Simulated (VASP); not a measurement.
# BN in VASP: a series of runs

The runs below take BN through single point, relaxation of the atoms, with PBEsol.

Everything below comes from runs of VASP 6.6.1. Logs are shortened: lines on timing, memory, paths and dates and some standing lists are left out, and cuts for length are marked.

## 1. The cell of the first run

The cell holds a slab with vacuum, 6 atoms: a = 2.504 Å, b = 2.504 Å, c = 22.019 Å, α = 90.00°, β = 90.00°, γ = 120.00°.

## 2. Single point, PBEsol

Contents of INCAR:

```
SYSTEM = BN
PREC = Accurate ; ENCUT = 520
EDIFF = 1E-6 ; ISMEAR = 0
SIGMA = 0.05 ; LREAL = .FALSE.
LASPH = .TRUE. ; NELM = 100
ALGO = Normal ; ISIF = 2
LWAVE = .FALSE. ; LCHARG = .FALSE.
LDIPOL = .TRUE. ; IDIPOL = 3
DIPOL = 0.5 0.5 0.500 ; GGA = PS
NBANDS = 21
```

Contents of KPOINTS:

```
regular mesh
0
G
  12 12 1
  0 0 0
```

Contents of POSCAR:

```
BN
1.0
    2.5043488508      0.0000000000      0.0000000000
   -1.2521744254      2.1688297247      0.0000000000
    0.0000000000      0.0000000000     22.0190941495
B N
3 3
Direct
    0.3333333333      0.6666666667      0.3406134671
    0.6666666667      0.3333333333      0.5000000000
    0.3333333333      0.6666666667      0.6593865329
    0.6666666667      0.3333333333      0.3406134671
    0.3333333333      0.6666666667      0.5000000000
    0.6666666667      0.3333333333      0.6593865329
```

Potentials or basis: VASP PAW PBE potentials, release 64 (B, N).

On the command line:

```console
> cat potpaw_PBE.64/B/POTCAR potpaw_PBE.64/N/POTCAR > POTCAR
> mpirun -np 1 vasp_std > vasp.out
```

OUTCAR:

```text
SYSTEM = BN
   PREC = Accurate
   ENCUT = 520
   EDIFF = 1E-6
   ISMEAR = 0
   LREAL = .FALSE.
   LASPH = .TRUE.
   NELM = 100
   ISIF = 2
   GGA = PS

 ion  position               nearest neighbor table
   1  0.333  0.667  0.341-   4 1.45   4 1.45   4 1.45
   2  0.667  0.333  0.500-   5 1.45   5 1.45   5 1.45
   3  0.333  0.667  0.659-   6 1.45   6 1.45   6 1.45
   4  0.667  0.333  0.341-   1 1.45   1 1.45   1 1.45
   5  0.333  0.667  0.500-   2 1.45   2 1.45   2 1.45
   6  0.667  0.333  0.659-   3 1.45   3 1.45   3 1.45

  LATTYP: Found a hexagonal cell.
 ALAT       =     2.5043488508
 C/A-ratio  =     8.7923430246

  Lattice vectors:

 A1 = (   2.5043488508,   0.0000000000,   0.0000000000)
 A2 = (  -1.2521744254,   2.1688297247,   0.0000000000)
 A3 = (   0.0000000000,   0.0000000000,  22.0190941495)

Analysis of symmetry for initial positions (statically):
=====================================================================
 Subroutine PRICEL returns:
 Original cell was already a primitive cell.

 Routine SETGRP: Setting up the symmetry group for a
 hexagonal supercell.

 Subroutine GETGRP returns: Found 12 space group operations
 (whereof 12 operations were pure point group operations)
 out of a pool of 24 trial point group operations.

The static configuration has the point symmetry D_3h.

Analysis of symmetry for dynamics (positions and initial velocities):
=====================================================================
 Subroutine PRICEL returns:
 Original cell was already a primitive cell.

 Routine SETGRP: Setting up the symmetry group for a
 hexagonal supercell.

 Subroutine GETGRP returns: Found 12 space group operations
 (whereof 12 operations were pure point group operations)
 out of a pool of 24 trial point group operations.

The dynamic configuration has the point symmetry D_3h.

 Subroutine INISYM returns: Found 12 space group operations
 (whereof 12 operations are pure point group operations),
 and found     1 'primitive' translations

----------------------------------------------------------------------------------------

                                     Primitive cell

  volume of cell :     119.5968

  direct lattice vectors                    reciprocal lattice vectors
     2.504348851  0.000000000  0.000000000     0.399305392  0.230539076  0.000000000
    -1.252174425  2.168829725  0.000000000     0.000000000  0.461078151  0.000000000
     0.000000000  0.000000000 22.019094149     0.000000000  0.000000000  0.045415129

  length of vectors
     2.504348851  2.504348851 22.019094149     0.461078151  0.461078151  0.045415129

  position of ions in fractional coordinates (direct lattice)
     0.333333333  0.666666667  0.340613467
     0.666666667  0.333333333  0.500000000
     0.333333333  0.666666667  0.659386533
     0.666666667  0.333333333  0.340613467
     0.333333333  0.666666667  0.500000000
     0.666666667  0.333333333  0.659386533

  ion indices of the primitive-cell ions
   primitive index   ion index
                 1           1
                 2           2
                 3           3
                 4           4
                 5           5
                 6           6

----------------------------------------------------------------------------------------

 KPOINTS: regular mesh

Automatic generation of k-mesh.
 Grid dimensions read from file:
 generate k-points for:   12   12    1

 Generating k-lattice:

  Cartesian coordinates                     Fractional coordinates (reciprocal lattice)
     0.033275449  0.019211590  0.000000000     0.083333333  0.000000000  0.000000000
     0.000000000  0.038423179  0.000000000     0.000000000  0.083333333  0.000000000
     0.000000000  0.000000000  0.045415129     0.000000000  0.000000000  1.000000000

  Length of vectors
     0.038423179  0.038423179  0.045415129

  Shift w.r.t. Gamma in fractional coordinates (k-lattice)
     0.000000000  0.000000000  0.000000000

 Subroutine IBZKPT returns following result:
 ===========================================

 Found     19 irreducible k-points:

 Following reciprocal coordinates:
            Coordinates               Weight
  0.000000  0.000000  0.000000      1.000000
  0.083333  0.000000  0.000000      6.000000
  0.166667  0.000000  0.000000      6.000000
  0.250000  0.000000  0.000000      6.000000
  0.333333  0.000000  0.000000      6.000000
  0.416667  0.000000  0.000000      6.000000
[... 11 lines left out ...]
  0.333333  0.250000  0.000000     12.000000
  0.333333  0.333333  0.000000      2.000000
   k-points           NKPTS =     19   k-points in BZ     NKDIM =     19   number of bands    NBANDS=     21
   number of dos      NEDOS =    301   number of ions     NIONS =      6
   total plane-waves  NPLWV =  67200
   dimension x,y,z NGX =    20 NGY =   20 NGZ =  168
   dimension x,y,z NGXF=    40 NGYF=   40 NGZF=  336
   ions per type =               3   3
   NGX,Y,Z   is equivalent  to a cutoff of  13.28, 13.28, 12.68 a.u.
   NGXF,Y,Z  is equivalent  to a cutoff of  26.55, 26.55, 25.37 a.u.
 SYSTEM =  BN
   PREC   = accura    normal or accurate (medium, high low for compatibility)
   ISTART =      0    job   : 0-new  1-cont  2-samecut
   ICHARG =      2    charge: 1-file 2-atom 10-const
   ISPIN  =      1    spin polarized calculation?
   LNONCOLLINEAR =      F non collinear calculations
   LSORBIT =      F    spin-orbit coupling
   LASPH  =      T    aspherical Exc in radial PAW
   ENCUT  =  520.0 eV  38.22 Ry    6.18 a.u.   4.66  4.66 40.94*2*pi/ulx,y,z
   NELM   =    100;   NELMIN=  2; NELMDL= -5     # of ELM steps
   EDIFF  = 0.1E-05   stopping-criterion for ELM
   LREAL  =      F    real-space projection
   EDIFFG = 0.1E-04   stopping-criterion for IOM
   NSW    =      0    number of steps for IOM
   IBRION =     -1    ionic relax: 0-MD 1-quasi-New 2-CG
   NFREE  =      0    steps in history (QN), initial steepest desc. (CG)
   ISIF   =      2    stress and relaxation
   ISYM   =      2    0-nonsym 1-usesym 2-fastsym
   POTIM  = 0.5000    time-step for ionic-motion
   TEBEG  =    0.0;   TEEND  =   0.0 temperature during run
   PSTRESS=    0.0 pullay stress
   NELECT =      24.0000    total number of electrons
   NUPDOWN=      -1.0000    fix difference up-down
   EMIN   =  10.00;   EMAX   =-10.00  energy-range for DOS
   EFERMI =   0.00;   METHOD = LEGACY
   ISMEAR =     0;   SIGMA  =   0.05  broadening in eV -4-tet -1-fermi 0-gaus
   EFERMI_NEDOS =   21; number of points for ismear=-14 and -15
   IALGO  =     38    algorithm
   IMIX   =      4    mixing-type and parameters
     AMIX     =   0.40;   BMIX     =  1.00
     AMIX_MAG =   1.60;   BMIX_MAG =  1.00
  volume/ion in A,a.u.               =      19.93       134.51
  Fermi-wavevector in a.u.,A,eV,Ry     =   0.958456  1.811218 12.498817  0.918637
  Thomas-Fermi vector in A             =   2.087564
   LORBIT       =      0    0 simple, 1 ext, 2 COOP (PROOUT), +10 PAW based schemes
   GGA     = PS    functional components
   LHFCALC =     F    Hartree Fock is set to
   AEXX    =    0.0000 exact exchange contribution
   IVDW    =     0    specifies the selected vdW correction
   LEPSILON=     F    determine dielectric tensor
   LRPA    =     F    only Hartree local field effects (RPA)
 non-spin polarized calculation
 Gauss-broadening in eV      SIGMA  =   0.05
  energy-cutoff  :      520.00
  volume of cell :      119.60
 maximum number of plane-waves:      3247
 NGX is ok and might be reduce to    20
   NGX =  9   NGY =  9   NGZ = 81

 dipolmoment           0.000000      0.000000      0.000000 electrons x Angstroem

 number of electron      23.9999999 magnetization

 dipolmoment           0.000000      0.000000     -0.000000 electrons x Angstroem

 Free energy of the ion-electron system (eV)
  ---------------------------------------------------
  ext. energy  EPLUGINS =         0.00000000
  ---------------------------------------------------
  free energy    TOTEN  =       -54.84561805 eV

  energy without entropy =      -54.84561805  energy(sigma->0) =      -54.84561805

 E-fermi :  -1.9818     XC(G=0):  -5.0659

 val. band max:       -2.2302319145   @ k =   0.3333   0.3333   0.0000
 cond. band min:       2.1274462471   @ k =   0.5000   0.0000   0.0000
 fundamental gap:      4.3576781616
 Fermi energy:        -1.9818241901

 k-point     1 :       0.0000    0.0000    0.0000
  band No.  band energies     occupation
      1     -19.9218      2.00000
      2     -19.8519      2.00000
      3     -19.7829      2.00000
      4      -8.0875      2.00000
      5      -7.5364      2.00000
      6      -6.9265      2.00000
[... 13 lines left out ...]
     20       8.8491      0.00000
     21       9.2942      0.00000

 k-point     2 :       0.0833    0.0000    0.0000
  band No.  band energies     occupation
      1     -19.7865      2.00000
      2     -19.7177      2.00000
      3     -19.6499      2.00000
      4      -7.9027      2.00000
      5      -7.3566      2.00000
      6      -6.7527      2.00000
[... 13 lines left out ...]
     20       8.9011      0.00000
     21       9.1343      0.00000

 k-point     3 :       0.1667    0.0000    0.0000
  band No.  band energies     occupation
      1     -19.3877      2.00000
      2     -19.3223      2.00000
      3     -19.2581      2.00000
      4      -7.3561      2.00000
      5      -6.8272      2.00000
      6      -6.2431      2.00000
[... 13 lines left out ...]
     20       8.7414      0.00000
     21       8.7672      0.00000
[... 337 lines left out ...]
 k-point    18 :       0.3333    0.2500    0.0000
  band No.  band energies     occupation
      1     -16.3590      2.00000
      2     -16.3428      2.00000
      3     -16.3287      2.00000
      4     -10.3942      2.00000
      5     -10.3711      2.00000
      6     -10.3491      2.00000
[... 13 lines left out ...]
     20      11.0781      0.00000
     21      11.3439      0.00000

 k-point    19 :       0.3333    0.3333    0.0000
  band No.  band energies     occupation
      1     -16.1463      2.00000
      2     -16.1443      2.00000
      3     -16.1443      2.00000
      4     -10.2215      2.00000
      5     -10.1835      2.00000
      6     -10.1468      2.00000
[... 13 lines left out ...]
     20      11.2468      0.00000
     21      11.2603      0.00000

------------------------ aborting loop because EDIFF is reached ----------------------------------------

 vacuum level on the upper side and lower side of the slab       (xc-potential included)        -0.166        -0.166

  FORCE on cell =-STRESS in cart. coord.  units (eV):
  Direction    XX          YY          ZZ          XY          YZ          ZX
  --------------------------------------------------------------------------------------
  -------------------------------------------------------------------------------------
  Total        0.1420834      0.1420834     -0.0474941      0.0000000     -0.0000000      0.0000000
  in kB        1.9034178      1.9034178     -0.6362534      0.0000000     -0.0000000      0.0000000
  external PRESSURE =       1.0568607 kB  Pullay stress =       0.0000000 kB

 VOLUME and BASIS-vectors are now :
 -----------------------------------------------------------------------------
  energy-cutoff  :      520.00
  volume of cell :      119.60
      direct lattice vectors                 reciprocal lattice vectors
     2.504348851  0.000000000  0.000000000     0.399305392  0.230539076  0.000000000
    -1.252174425  2.168829725  0.000000000     0.000000000  0.461078151  0.000000000
     0.000000000  0.000000000 22.019094149     0.000000000  0.000000000  0.045415129

 POSITION                                       TOTAL-FORCE (eV/Angst)
 -----------------------------------------------------------------------------------
     -0.00000      1.44589      7.50000        -0.000000     -0.000000      0.025768
      1.25217      0.72294     11.00955         0.000000      0.000000      0.000000
     -0.00000      1.44589     14.51909        -0.000000     -0.000000     -0.025768
      1.25217      0.72294      7.50000         0.000000     -0.000000     -0.027298
     -0.00000      1.44589     11.00955         0.000000      0.000000      0.000000
      1.25217      0.72294     14.51909         0.000000     -0.000000      0.027298
 -----------------------------------------------------------------------------------
    total drift:                               -0.000000      0.000000     -0.000000

  FREE ENERGIE OF THE ION-ELECTRON SYSTEM (eV)
  ---------------------------------------------------
  free  energy   TOTEN  =       -54.8456180520 eV

  energy  without entropy=      -54.8456180520  energy(sigma->0) =      -54.84561805

 vacuum level on the upper side and lower side of the slab         3.562         3.562
```

Wall time 1.9 min (1 thread of Intel Xeon 8259CL, shared host); peak memory 0.24 GiB.

What came out:

```yaml
Free_energy: -54.8456 eV
Largest_force: 0.027 eV/Å
Band_gap_on_the_k_mesh: 4.36 eV (least direct gap 4.61 eV)
```

Forces on the atoms (eV/Å):
```
B    0.000  0.000  0.026
B    0.000  0.000  0.000
B    0.000  0.000 -0.026
N    0.000  0.000 -0.027
N    0.000  0.000  0.000
N    0.000  0.000  0.027
```

Caveat: the PAW data sets were made with another functional, which shifts forces and pressure a little.

(Part 1 of 2 ends here.)
